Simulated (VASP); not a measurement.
# Hf2SnTe6 (R-3) in VASP: notebook

Hf2SnTe6 is run at these levels: PBE; tasks: single point.

Program: VASP 6.6.1. These are calculated values, not measurements. Logs are shortened: lines on timing, memory, paths and dates and some standing lists are left out, and cuts for length are marked.

## 1. The cell of the first run

Symmetry: R-3, No. 148, trigonal system. The conventional cell has a = 7.060 Å, b = 7.060 Å, c = 21.298 Å, α = 90.00°, β = 90.00°, γ = 120.00°. Within 3.8 Å of Hf (site symmetry 3) lie 6 Te at 2.90 Å. Sn (site symmetry -3) has 6 Te at 3.05 Å and 6 Hf at 4.08 Å within 4.1 Å. Te (site symmetry 1) has 2 Hf at 2.90 Å and 1 Sn at 3.05 Å within 3.8 Å.

## 2. Single point, PBE

INCAR reads:

```
PREC = Accurate
ENCUT = 520
EDIFF = 1E-6
ISMEAR = 0
SIGMA = 0.1
LREAL = False
LASPH = True
NELM = 100
ALGO = Normal
ISIF = 2
LWAVE = False
LCHARG = True
GGA = PE
LELF = True
LVHAR = True
NBANDS = 45
```

KPOINTS reads:

```
Automatic mesh
0
Gamma
  6 6 6
```

POSCAR reads:

```
Hf2SnTe6
1.0
    3.5297853848      2.0379225254      7.0994193048
   -3.5297853848      2.0379225254      7.0994193048
    0.0000000000     -4.0758451009      7.0994192904
Hf Sn Te
2 1 6
Direct
    0.3333560000      0.3333560000      0.3333560000
    0.6666440000      0.6666440000      0.6666440000
    0.0000000000      0.0000000000      0.0000000000
    0.2688540000      0.5646550000      0.9165160000
    0.5646550000      0.9165160000      0.2688540000
    0.9165160000      0.2688540000      0.5646550000
    0.0834840000      0.7311460000      0.4353450000
    0.4353450000      0.0834840000      0.7311460000
    0.7311460000      0.4353450000      0.0834840000
```

Potentials or basis: VASP PAW PBE potentials, release 64 (Hf_pv, Sn_d, Te).

The run is started by

```sh
$ cat potpaw_PBE.64/Hf_pv/POTCAR potpaw_PBE.64/Sn_d/POTCAR potpaw_PBE.64/Te/POTCAR > POTCAR
$ mpirun -np 1 vasp_std > vasp.out
```

OUTCAR:

```text
PREC = Accurate
   ENCUT = 520
   EDIFF = 1E-6
   ISMEAR = 0
   LREAL = False
   LASPH = True
   NELM = 100
   ISIF = 2
   GGA = PE

 ion  position               nearest neighbor table
   1  0.333  0.333  0.333-   8 2.90   7 2.90   9 2.90   4 2.90   5 2.90   6 2.90
   2  0.667  0.667  0.667-   5 2.90   6 2.90   4 2.90   9 2.90   8 2.90   7 2.90
   3  0.000  0.000  0.000-   6 3.05   7 3.05   4 3.05   9 3.05   8 3.05   5 3.05
   4  0.269  0.565  0.917-   2 2.90   1 2.90   3 3.05
   5  0.565  0.917  0.269-   2 2.90   1 2.90   3 3.05
   6  0.917  0.269  0.565-   2 2.90   1 2.90   3 3.05
   7  0.083  0.731  0.435-   1 2.90   2 2.90   3 3.05
   8  0.435  0.083  0.731-   1 2.90   2 2.90   3 3.05
   9  0.731  0.435  0.083-   1 2.90   2 2.90   3 3.05

  LATTYP: Found a trigonal (rhomboedric) cell.
 ALAT       =     8.1862242547
 COS(alpha) =     0.6281572471

  Lattice vectors:

 A1 = (   3.5297853848,   2.0379225254,   7.0994193048)
 A2 = (  -3.5297853848,   2.0379225254,   7.0994193048)
 A3 = (   0.0000000000,  -4.0758451009,   7.0994192904)

Analysis of symmetry for initial positions (statically):
=====================================================================
 Subroutine PRICEL returns:
 Original cell was already a primitive cell.

 Routine SETGRP: Setting up the symmetry group for a
 trigonal (rhombohedral) supercell.

 Subroutine GETGRP returns: Found  6 space group operations
 (whereof  6 operations were pure point group operations)
 out of a pool of 12 trial point group operations.

The static configuration has the point symmetry S_6 .

Analysis of symmetry for dynamics (positions and initial velocities):
=====================================================================
 Subroutine PRICEL returns:
 Original cell was already a primitive cell.

 Routine SETGRP: Setting up the symmetry group for a
 trigonal (rhombohedral) supercell.

 Subroutine GETGRP returns: Found  6 space group operations
 (whereof  6 operations were pure point group operations)
 out of a pool of 12 trial point group operations.

The dynamic configuration has the point symmetry S_6 .

 Subroutine INISYM returns: Found  6 space group operations
 (whereof  6 operations are pure point group operations),
 and found     1 'primitive' translations

----------------------------------------------------------------------------------------

                                     Primitive cell

  volume of cell :     306.4150

  direct lattice vectors                    reciprocal lattice vectors
     3.529785385  2.037922525  7.099419305     0.141651672  0.081782631  0.046952197
    -3.529785385  2.037922525  7.099419305    -0.141651672  0.081782631  0.046952197
     0.000000000 -4.075845101  7.099419290     0.000000000 -0.163565262  0.046952197

  length of vectors
     8.186224255  8.186224255  8.186224255     0.170170807  0.170170807  0.170170807

  position of ions in fractional coordinates (direct lattice)
     0.333356000  0.333356000  0.333356000
     0.666644000  0.666644000  0.666644000
     0.000000000  0.000000000  0.000000000
     0.268854000  0.564655000  0.916516000
     0.564655000  0.916516000  0.268854000
     0.916516000  0.268854000  0.564655000
     0.083484000  0.731146000  0.435345000
     0.435345000  0.083484000  0.731146000
     0.731146000  0.435345000  0.083484000

  ion indices of the primitive-cell ions
   primitive index   ion index
                 1           1
                 2           2
                 3           3
                 4           4
                 5           5
                 6           6
                 7           7
                 8           8
                 9           9

----------------------------------------------------------------------------------------

 KPOINTS: Automatic mesh

Automatic generation of k-mesh.
 Grid dimensions read from file:
 generate k-points for:    6    6    6

 Generating k-lattice:

  Cartesian coordinates                     Fractional coordinates (reciprocal lattice)
     0.023608612  0.013630438  0.007825366     0.166666667 -0.000000000  0.000000000
    -0.023608612  0.013630438  0.007825366    -0.000000000  0.166666667  0.000000000
     0.000000000 -0.027260877  0.007825366    -0.000000000 -0.000000000  0.166666667

  Length of vectors
     0.028361801  0.028361801  0.028361801

  Shift w.r.t. Gamma in fractional coordinates (k-lattice)
     0.000000000  0.000000000  0.000000000

 Subroutine IBZKPT returns following result:
 ===========================================

 Found     40 irreducible k-points:

 Following reciprocal coordinates:
            Coordinates               Weight
  0.000000  0.000000  0.000000      1.000000
  0.166667  0.000000  0.000000      6.000000
  0.333333  0.000000  0.000000      6.000000
  0.500000  0.000000 -0.000000      3.000000
  0.166667  0.166667  0.000000      6.000000
  0.333333  0.166667  0.000000      6.000000
[... 16 lines left out ...]
  0.333333  0.333333  0.166667      6.000000
  0.500000  0.333333  0.166667      6.000000
 [... further k-points ...]
   k-points           NKPTS =     40   k-points in BZ     NKDIM =     40   number of bands    NBANDS=     45
   number of dos      NEDOS =    301   number of ions     NIONS =      9
   total plane-waves  NPLWV = 262144
   dimension x,y,z NGX =    64 NGY =   64 NGZ =   64
   dimension x,y,z NGXF=   128 NGYF=  128 NGZF=  128
   ions per type =               2   1   6
   NGX,Y,Z   is equivalent  to a cutoff of  13.00, 13.00, 13.00 a.u.
   NGXF,Y,Z  is equivalent  to a cutoff of  25.99, 25.99, 25.99 a.u.
 SYSTEM =  unknown system
   PREC   = accura    normal or accurate (medium, high low for compatibility)
   ISTART =      0    job   : 0-new  1-cont  2-samecut
   ICHARG =      2    charge: 1-file 2-atom 10-const
   ISPIN  =      1    spin polarized calculation?
   LNONCOLLINEAR =      F non collinear calculations
   LSORBIT =      F    spin-orbit coupling
   LASPH  =      T    aspherical Exc in radial PAW
   ENCUT  =  520.0 eV  38.22 Ry    6.18 a.u.  15.22 15.22 15.22*2*pi/ulx,y,z
   NELM   =    100;   NELMIN=  2; NELMDL= -5     # of ELM steps
   EDIFF  = 0.1E-05   stopping-criterion for ELM
   LREAL  =      F    real-space projection
   EDIFFG = 0.1E-04   stopping-criterion for IOM
   NSW    =      0    number of steps for IOM
   IBRION =     -1    ionic relax: 0-MD 1-quasi-New 2-CG
   NFREE  =      0    steps in history (QN), initial steepest desc. (CG)
   ISIF   =      2    stress and relaxation
   ISYM   =      2    0-nonsym 1-usesym 2-fastsym
   POTIM  = 0.5000    time-step for ionic-motion
   TEBEG  =    0.0;   TEEND  =   0.0 temperature during run
   PSTRESS=    0.0 pullay stress
   NELECT =      70.0000    total number of electrons
   NUPDOWN=      -1.0000    fix difference up-down
   EMIN   =  10.00;   EMAX   =-10.00  energy-range for DOS
   EFERMI =   0.00;   METHOD = LEGACY
   ISMEAR =     0;   SIGMA  =   0.10  broadening in eV -4-tet -1-fermi 0-gaus
   EFERMI_NEDOS =   21; number of points for ismear=-14 and -15
   IALGO  =     38    algorithm
   IMIX   =      4    mixing-type and parameters
     AMIX     =   0.40;   BMIX     =  1.00
     AMIX_MAG =   1.60;   BMIX_MAG =  1.00
  volume/ion in A,a.u.               =      34.05       229.75
  Fermi-wavevector in a.u.,A,eV,Ry     =   1.000777  1.891195 13.626989  1.001555
  Thomas-Fermi vector in A             =   2.133156
   LORBIT       =      0    0 simple, 1 ext, 2 COOP (PROOUT), +10 PAW based schemes
   GGA     = PE    functional components
   LHFCALC =     F    Hartree Fock is set to
   AEXX    =    0.0000 exact exchange contribution
   IVDW    =     0    specifies the selected vdW correction
   LEPSILON=     F    determine dielectric tensor
   LRPA    =     F    only Hartree local field effects (RPA)
 non-spin polarized calculation
 Gauss-broadening in eV      SIGMA  =   0.10
  energy-cutoff  :      520.00
  volume of cell :      306.42
 maximum number of plane-waves:      8273
 NGX is ok and might be reduce to    64

 number of electron      69.9999996 magnetization

 Free energy of the ion-electron system (eV)
  ---------------------------------------------------
  ext. energy  EPLUGINS =         0.00000000
  ---------------------------------------------------
  free energy    TOTEN  =       -47.47026196 eV

  energy without entropy =      -47.43570534  energy(sigma->0) =      -47.45298365

 E-fermi :   4.2738     XC(G=0):  -8.9432

 val. band max:        4.2713285525   @ k =  -0.1667   0.1667   0.1667
 cond. band min:       4.2761048119   @ k =   0.5000   0.0000  -0.1667
 fundamental gap:      0.0047762594
 Fermi energy:         4.2738264125

 k-point     1 :       0.0000    0.0000    0.0000
  band No.  band energies     occupation
      1     -26.9627      2.00000
      2     -26.9627      2.00000
      3     -26.9392      2.00000
      4     -26.9392      2.00000
      5     -26.9018      2.00000
      6     -26.8928      2.00000
[... 37 lines left out ...]
     44       7.4161      0.00000
     45       7.6269      0.00000

 k-point     2 :       0.1667    0.0000    0.0000
  band No.  band energies     occupation
      1     -26.9632      2.00000
      2     -26.9616      2.00000
      3     -26.9404      2.00000
      4     -26.9387      2.00000
      5     -26.9012      2.00000
      6     -26.8933      2.00000
[... 37 lines left out ...]
     44       7.6112      0.00000
     45       7.8519      0.00000

 k-point     3 :       0.3333    0.0000    0.0000
  band No.  band energies     occupation
      1     -26.9641      2.00000
      2     -26.9587      2.00000
      3     -26.9433      2.00000
      4     -26.9378      2.00000
      5     -26.8999      2.00000
      6     -26.8947      2.00000
[... 997 lines left out ...]
     44       7.6409      0.00000
     45       7.8784      0.00000

 k-point    24 :       0.5000    0.3333    0.1667
  band No.  band energies     occupation
      1     -26.9641      2.00000
      2     -26.9593      2.00000
      3     -26.9427      2.00000
      4     -26.9379      2.00000
      5     -26.9003      2.00000
      6     -26.8943      2.00000
[... 37 lines left out ...]
     44       7.7450      0.00000
     45       7.8478      0.00000

 [... further k-points ...]

------------------------ aborting loop because EDIFF is reached ----------------------------------------

  FORCE on cell =-STRESS in cart. coord.  units (eV):
  Direction    XX          YY          ZZ          XY          YZ          ZX
  --------------------------------------------------------------------------------------
  -------------------------------------------------------------------------------------
  Total       -0.2297785     -0.2297785     -0.2405080     -0.0000000      0.0000000     -0.0000000
  in kB       -1.2014616     -1.2014616     -1.2575640     -0.0000001      0.0000000     -0.0000000
  external PRESSURE =      -1.2201624 kB  Pullay stress =       0.0000000 kB

 VOLUME and BASIS-vectors are now :
 -----------------------------------------------------------------------------
  energy-cutoff  :      520.00
  volume of cell :      306.42
      direct lattice vectors                 reciprocal lattice vectors
     3.529785385  2.037922525  7.099419305     0.141651672  0.081782631  0.046952197
    -3.529785385  2.037922525  7.099419305    -0.141651672  0.081782631  0.046952197
     0.000000000 -4.075845101  7.099419290     0.000000000 -0.163565262  0.046952197

 POSITION                                       TOTAL-FORCE (eV/Angst)
 -----------------------------------------------------------------------------------
      0.00000     -0.00000      7.09990        -0.000000      0.000000     -0.001673
      0.00000     -0.00000     14.19836        -0.000000     -0.000000      0.001673
      0.00000      0.00000      0.00000        -0.000000      0.000000      0.000000
     -1.04411     -2.03695     12.42416         0.010468     -0.000728      0.021674
     -1.24199      1.92270     12.42416        -0.005865     -0.008701      0.021674
      2.28611      0.11425     12.42416        -0.004603      0.009430      0.021674
     -2.28611     -0.11425      8.87410         0.004603     -0.009430     -0.021674
      1.24199     -1.92270      8.87410         0.005865      0.008701     -0.021674
      1.04411      2.03695      8.87410        -0.010468      0.000728     -0.021674
 -----------------------------------------------------------------------------------
    total drift:                                0.000000     -0.000000      0.000000

  FREE ENERGIE OF THE ION-ELECTRON SYSTEM (eV)
  ---------------------------------------------------
  free  energy   TOTEN  =       -47.4702619616 eV

  energy  without entropy=      -47.4357053355  energy(sigma->0) =      -47.45298365
```

It took 9.3 min on 1 thread of AMD EPYC 9R45 (Zen 5), shared host; peak memory 0.82 GiB.

Results:

| Quantity | Value |
| --- | --- |
| Free energy | -47.4703 eV |
| Pressure | -0.1 GPa |
| Largest force | 0.024 eV/Å |
| Band gap on the k mesh | zero (bands 35 and 36 overlap by 0.74 eV) |

Forces in eV/Å, atoms in the order of the input:
```
Hf   0.000  0.000 -0.002
Hf   0.000  0.000  0.002
Sn   0.000  0.000  0.000
Te   0.010 -0.001  0.022
Te  -0.006 -0.009  0.022
Te  -0.005  0.009  0.022
Te   0.005 -0.009 -0.022
Te   0.006  0.009 -0.022
Te  -0.010  0.001 -0.022
```

Levels at points of the mesh, in eV from the Fermi level:
```tsv
k point	band 32	band 33	band 34	band 35	band 36	band 37	band 38	band 39
(0.00, 0.00, 0.00)	-0.50	0.12	0.13	0.43	0.43	1.84	1.84	1.86
(0.50, 0.00, 0.00)	-1.00	-0.84	-0.39	-0.14	-0.03	1.35	1.37	2.07
(0.50, 0.50, 0.00)	-1.13	-1.02	-0.69	-0.18	-0.08	1.47	1.67	1.95
(0.50, 0.50, 0.50)	-0.65	-0.65	-0.04	0.35	0.35	1.81	1.89	1.89
```

Caveat: spin-orbit coupling is left out, which moves the levels of the heavy elements.

## 3. Single point, PBE

This run uses another cell than the first one, of the same volume but with other edges.

INCAR reads:

```
SYSTEM = Hf2SnTe6
PREC = Accurate ; ENCUT = 520
EDIFF = 1E-7 ; ISMEAR = 0
SIGMA = 0.2 ; LREAL = .FALSE.
LASPH = .TRUE. ; NELM = 100
ALGO = Normal ; ISIF = 2
LWAVE = .FALSE. ; LCHARG = .FALSE.
GGA = PE ; NBANDS = 45
```

KPOINTS reads:

```
regular mesh
0
G
  6 6 6
  0 0 0
```

POSCAR reads:

```
Hf2SnTe6
1.0
   -3.5297853848      6.1137676263      0.0000000144
   -7.0595707696      0.0000000000      0.0000000000
   -3.5297853848      2.0379225254      7.0994193048
Hf Sn Te
2 1 6
Direct
    0.6666440000      0.6666440000      0.0000680000
    0.3333560000      0.3333560000      0.9999320000
    0.0000000000      0.0000000000      0.0000000000
    0.0834840000      0.7311460000      0.7500250000
    0.7311460000      0.4353450000      0.7500250000
    0.4353450000      0.0834840000      0.7500250000
    0.5646550000      0.9165160000      0.2499750000
    0.2688540000      0.5646550000      0.2499750000
    0.9165160000      0.2688540000      0.2499750000
```

Potentials or basis: VASP PAW PBE potentials, release 64 (Hf_pv, Sn_d, Te).

The run is started by

```sh
$ cat potpaw_PBE.64/Hf_pv/POTCAR potpaw_PBE.64/Sn_d/POTCAR potpaw_PBE.64/Te/POTCAR > POTCAR
$ mpirun -np 1 vasp_std > vasp.out
```

It took 7.2 min on 1 thread of AMD EPYC 9R45 (Zen 5), shared host; peak memory 0.75 GiB.

The run converged. Its results:

| Quantity | Value |
| --- | --- |
| Free energy | -47.5140 eV |
| Pressure | -0.1 GPa |
| Largest force | 0.032 eV/Å |
| Band gap on the k mesh | zero (bands 35 and 36 overlap by 0.74 eV) |

Forces in eV/Å, atoms in the order of the input:
```
Hf   0.000  0.000  0.001
Hf   0.000  0.000 -0.001
Sn   0.000  0.000  0.000
Te   0.022  0.000  0.024
Te  -0.011 -0.019  0.024
Te  -0.011  0.019  0.024
Te   0.011 -0.019 -0.024
Te   0.011  0.019 -0.024
Te  -0.022  0.000 -0.024
```

Levels at points of the mesh, in eV from the Fermi level:
| k point | band 32 | band 33 | band 34 | band 35 | band 36 | band 37 | band 38 | band 39 |
| --- | --- | --- | --- | --- | --- | --- | --- | --- |
| (0.00, 0.00, 0.00) | -0.53 | 0.09 | 0.11 | 0.40 | 0.40 | 1.81 | 1.81 | 1.83 |
| (0.50, 0.00, 0.00) | -1.03 | -0.87 | -0.42 | -0.16 | -0.06 | 1.32 | 1.34 | 2.04 |
| (0.50, 0.50, 0.00) | -1.15 | -1.05 | -0.72 | -0.20 | -0.11 | 1.44 | 1.64 | 1.93 |
| (0.00, 0.00, 0.50) | -0.68 | -0.68 | -0.07 | 0.32 | 0.32 | 1.78 | 1.86 | 1.86 |

Caveat: spin-orbit coupling is left out, which moves the levels of the heavy elements; this functional lacks dispersion, which binds layers or chains, so the pressure and a relaxed spacing across them are unreliable.

The gap in the log of VASP goes by the Fermi energy; the results here count the filled bands.